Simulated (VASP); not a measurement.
# Ni (P6/mmm) in VASP: further runs

Runs on Ni. Level: PBEsol. Tasks: single point.

Program: VASP 6.6.1. These are calculated values, not measurements. Logs are shortened: lines on timing, memory, paths and dates and some standing lists are left out, and cuts for length are marked.

**1. The cell of the first run**

The structure is hexagonal, space group P6/mmm (No. 191). Conventional cell: a = 3.875 Å, b = 3.875 Å, c = 2.346 Å, α = 90.00°, β = 90.00°, γ = 120.00°. Within 3.1 Å of Ni (site symmetry 6/mmm) lie 14 Ni at 2.35 to 2.53 Å. Ni (site symmetry -6m2) has 11 Ni at 2.24 to 2.53 Å within 3.0 Å.

This isn't the form of Ni at room conditions, which is fcc.

**2. Single point, PBEsol, collinear spin, ferromagnetic start (10.17 Å³/atom)**

INCAR

```
SYSTEM = Ni
PREC = Accurate
ENCUT = 520
EDIFF = 1E-6
ISMEAR = -1
SIGMA = 0.05
LREAL = .False.
LASPH = .True.
NELM = 150
ALGO = Normal
ISIF = 2
LWAVE = .False.
LCHARG = .True.
ISPIN = 2
MAGMOM = 0.623 0.671 0.671
LORBIT = 11
LMAXMIX = 4
GGA = PS
LELF = .True.
LVHAR = .True.
NBANDS = 26
```

KPOINTS

```
Automatic mesh
0
Gamma
  10 10 15
  0 0 0
```

POSCAR

```
Ni
1.0
    3.8746751747      0.0000000000      0.0000000000
   -1.9373375873      3.3555671327      0.0000000000
    0.0000000000      0.0000000000      2.3464885436
Ni
3
Direct
    1.0000000000      1.0000000000      0.0000000000
    0.3333333333      0.6666666667      0.5000000000
    0.6666666667      0.3333333333      0.5000000000
```

Potentials or basis: VASP PAW PBE potentials, release 64 (Ni).

Command:

```bash
cat potpaw_PBE.64/Ni/POTCAR > POTCAR
mpirun -np 1 vasp_std > vasp.out
```

OUTCAR:

```text
SYSTEM = Ni
   PREC = Accurate
   ENCUT = 520
   EDIFF = 1E-6
   ISMEAR = -1
   LREAL = .False.
   LASPH = .True.
   NELM = 150
   ISIF = 2
   ISPIN = 2
   LORBIT = 11
   GGA = PS

 ion  position               nearest neighbor table
   1  0.000  0.000  0.000-   2 2.53   3 2.53   2 2.53   3 2.53   2 2.53   2 2.53   3 2.53   3 2.53
                             3 2.53   3 2.53   2 2.53   2 2.53
   2  0.333  0.667  0.500-   3 2.24   3 2.24   3 2.24   1 2.53   1 2.53   1 2.53   1 2.53   1 2.53
                             1 2.53
   3  0.667  0.333  0.500-   2 2.24   2 2.24   2 2.24   1 2.53   1 2.53   1 2.53   1 2.53   1 2.53
                             1 2.53

  LATTYP: Found a hexagonal cell.
 ALAT       =     3.8746751747
 C/A-ratio  =     0.6055961952

  Lattice vectors:

 A1 = (   3.8746751747,   0.0000000000,   0.0000000000)
 A2 = (  -1.9373375873,   3.3555671327,   0.0000000000)
 A3 = (   0.0000000000,   0.0000000000,   2.3464885436)

Analysis of symmetry for initial positions (statically):
=====================================================================
 Subroutine PRICEL returns:
 Original cell was already a primitive cell.

 Routine SETGRP: Setting up the symmetry group for a
 hexagonal supercell.

 Subroutine GETGRP returns: Found 24 space group operations
 (whereof 24 operations were pure point group operations)
 out of a pool of 24 trial point group operations.

The static configuration has the point symmetry D_6h.

Analysis of symmetry for dynamics (positions and initial velocities):
=====================================================================
 Subroutine PRICEL returns:
 Original cell was already a primitive cell.

 Routine SETGRP: Setting up the symmetry group for a
 hexagonal supercell.

 Subroutine GETGRP returns: Found 24 space group operations
 (whereof 24 operations were pure point group operations)
 out of a pool of 24 trial point group operations.

The dynamic configuration has the point symmetry D_6h.

Analysis of structural, dynamic, and magnetic symmetry:
=====================================================================
 Subroutine PRICEL returns:
 Original cell was already a primitive cell.

 Routine SETGRP: Setting up the symmetry group for a
 hexagonal supercell.

 Subroutine GETGRP returns: Found 24 space group operations
 (whereof 24 operations were pure point group operations)
 out of a pool of 24 trial point group operations.

The overall configuration has the point symmetry D_6h.

 Subroutine INISYM returns: Found 24 space group operations
 (whereof 24 operations are pure point group operations),
[... 118 lines left out ...]
     AMIX_MAG =   1.60;   BMIX_MAG =  1.00
  volume/ion in A,a.u.               =      10.17        68.63
  Fermi-wavevector in a.u.,A,eV,Ry     =   1.627954  3.076386 36.058609  2.650233
  Thomas-Fermi vector in A             =   2.720664
   LORBIT       =     11    0 simple, 1 ext, 2 COOP (PROOUT), +10 PAW based schemes
   GGA     = PS    functional components
   LHFCALC =     F    Hartree Fock is set to
   AEXX    =    0.0000 exact exchange contribution
   IVDW    =     0    specifies the selected vdW correction
   LEPSILON=     F    determine dielectric tensor
   LRPA    =     F    only Hartree local field effects (RPA)
 spin polarized calculation
  energy-cutoff  :      520.00
  volume of cell :       30.51
 maximum number of plane-waves:       843
 NGX is ok and might be reduce to    30
   NGX = 15   NGY = 15   NGZ =  9

 number of electron      30.0000007 magnetization       1.7867629

 Free energy of the ion-electron system (eV)
  ---------------------------------------------------
  ext. energy  EPLUGINS =         0.00000000
  ---------------------------------------------------
  free energy    TOTEN  =       -17.99626905 eV

  energy without entropy =      -17.94826723  energy(sigma->0) =      -17.97226814

 E-fermi :  10.1652     XC(G=0): -13.8308

 val. band max:       10.1584598614   @ k =   0.4000   0.2000   0.2000
 cond. band min:      10.1660015583   @ k =   0.3000   0.3000   0.0000
 fundamental gap:      0.0075416969
 Fermi energy:        10.1651711518

 spin component 1

 k-point     1 :       0.0000    0.0000    0.0000
  band No.  band energies     occupation
      1       0.6436      1.00000
      2       5.5379      1.00000
      3       6.7577      1.00000
      4       6.7577      1.00000
      5       6.7652      1.00000
      6       6.7652      1.00000
[... 685 lines left out ...]
     25      30.1331      0.00000
     26      31.2830      0.00000

 [... further k-points ...]

 spin component 2

 k-point     1 :       0.0000    0.0000    0.0000
  band No.  band energies     occupation
      1       0.6470      1.00000
      2       6.0407      1.00000
      3       7.2080      1.00000
      4       7.2080      1.00000
      5       7.2421      1.00000
      6       7.2421      1.00000
[... 685 lines left out ...]
     25      30.1962      0.00000
     26      31.3938      0.00000

 [... further k-points ...]
[... 5 lines left out ...]
  --------------------------------------------------------------------------------------
  -------------------------------------------------------------------------------------
  Total        1.8581618      1.8581618      1.7502163      0.0000000     -0.0000000     -0.0000000
  in kB       97.5830614     97.5830614     91.9142050      0.0000000     -0.0000000     -0.0000000
  external PRESSURE =      95.6934426 kB  Pullay stress =       0.0000000 kB

 VOLUME and BASIS-vectors are now :
 -----------------------------------------------------------------------------
  energy-cutoff  :      520.00
  volume of cell :       30.51
      direct lattice vectors                 reciprocal lattice vectors
     3.874675175  0.000000000  0.000000000     0.258086150  0.149006108  0.000000000
    -1.937337587  3.355567133  0.000000000     0.000000000  0.298012217  0.000000000
     0.000000000  0.000000000  2.346488544     0.000000000  0.000000000  0.426168712

 POSITION                                       TOTAL-FORCE (eV/Angst)
 -----------------------------------------------------------------------------------
      0.00000      0.00000      0.00000        -0.000000      0.000000      0.000000
     -0.00000      2.23704      1.17324        -0.000000      0.000000      0.000000
      1.93734      1.11852      1.17324         0.000000      0.000000     -0.000000
 -----------------------------------------------------------------------------------
    total drift:                               -0.000000      0.000000      0.000000

  FREE ENERGIE OF THE ION-ELECTRON SYSTEM (eV)
  ---------------------------------------------------
  free  energy   TOTEN  =       -17.9962690487 eV

  energy  without entropy=      -17.9482672312  energy(sigma->0) =      -17.97226814

 total charge

# of ion       s       p       d       tot
------------------------------------------
    1        0.511   0.548   8.340   9.399
    2        0.546   0.575   8.375   9.496
    3        0.546   0.575   8.375   9.496
--------------------------------------------------
tot          1.603   1.697  25.091  28.391

 magnetization (x)

# of ion       s       p       d       tot
------------------------------------------
    1       -0.003  -0.022   0.598   0.574
    2       -0.006  -0.020   0.635   0.610
    3       -0.006  -0.020   0.635   0.610
--------------------------------------------------
tot         -0.014  -0.062   1.869   1.793
```

stdout:

```text
POSCAR found type information on POSCAR Ni
 POSCAR found :  1 types and       3 ions
 scaLAPACK will be used
 -----------------------------------------------------------------------------
|                                                                             |
|                                                                             |
|     You enforced a specific xc type in the INCAR file but a different       |
|     I HOPE YOU KNOW WHAT YOU ARE DOING!                                     |
|                                                                             |
 -----------------------------------------------------------------------------

 LDA part: xc-table for (Slater+PW92), standard interpolation
 POSCAR, INCAR and KPOINTS ok, starting setup
 FFT: planning ... GRIDC
 FFT: planning ... GRID_SOFT
 FFT: planning ... GRID
 WAVECAR not read
 entering main loop
```

It took 5.5 min on 1 thread of Intel Xeon 8259CL, shared host; peak memory 0.24 GiB.

What came out:

- Free energy: -17.9963 eV
- Pressure: 9.6 GPa
- Net moment: 1.79 μB per cell
- Site moments: Ni +0.57, +0.61 (each value once) μB
- Valence electrons inside the program's atomic spheres: Ni 9.40, 9.50 (each value once)

Caveat: the cell stands under pressure; the PAW data sets were made with another functional, which shifts forces and pressure a little.

**3. Single point, PBEsol, collinear spin, ferromagnetic start (10.59 Å³/atom)**

This run uses another cell than the first one, of 10.59 Å³/atom.

INCAR

```
PREC = Accurate
ENCUT = 520
EDIFF = 1E-7
ISMEAR = -1
SIGMA = 0.05
LREAL = False
LASPH = True
NELM = 150
ALGO = Normal
ISIF = 2
LWAVE = False
LCHARG = False
ISPIN = 2
MAGMOM = 0.623 0.671 0.671
LORBIT = 11
LMAXMIX = 4
GGA = PS
NBANDS = 26
```

KPOINTS

```
regular mesh
0
Gamma
  10 10 15
```

POSCAR

```
Ni
1.0
    3.9277595133      0.0000000000      0.0000000000
   -1.9638797566      3.4015395184      0.0000000000
    0.0000000000      0.0000000000      2.3786362171
Ni
3
Direct
    1.0000000000      1.0000000000      0.0000000000
    0.3333333333      0.6666666667      0.5000000000
    0.6666666667      0.3333333333      0.5000000000
```

Potentials or basis: VASP PAW PBE potentials, release 64 (Ni).

Command:

```bash
cat potpaw_PBE.64/Ni/POTCAR > POTCAR
mpirun -np 1 vasp_std > vasp.out
```

Run time: 6.1 min. Hardware: 1 thread of Intel Xeon 8259CL, shared host; peak memory 0.25 GiB.

It converged, with:

```
Free energy                                           : -18.0325 eV
Pressure                                              : -0.1 GPa
Net moment                                            : 1.84 μB per cell
Site moments                                          : Ni +0.59, +0.63 (each value once) μB
Valence electrons inside the program's atomic spheres : Ni 9.32, 9.41 (each value once)
```

Levels at points of the mesh, in eV from the Fermi level:
Spin up:
```
           k point  band 13  band 14  band 15  band 16  band 17  band 18  band 19  band 20
(0.00, 0.00, 0.00)    -1.54    -1.54    -0.40    -0.40     6.19     6.19     6.22     6.22
(0.50, 0.00, 0.00)    -0.72    -0.72    -0.67    -0.65    -0.43     0.01     6.44    15.84
```
Spin down:
```csv
k point,band 11,band 12,band 13,band 14,band 15,band 16,band 17,band 18
"(0.00, 0.00, 0.00)",-0.92,-0.92,-0.89,-0.89,0.29,0.29,6.46,6.46
"(0.50, 0.00, 0.00)",-0.79,-0.28,-0.05,-0.03,-0.01,0.00,0.08,0.32
```

Caveat: the PAW data sets were made with another functional, which shifts forces and pressure a little.
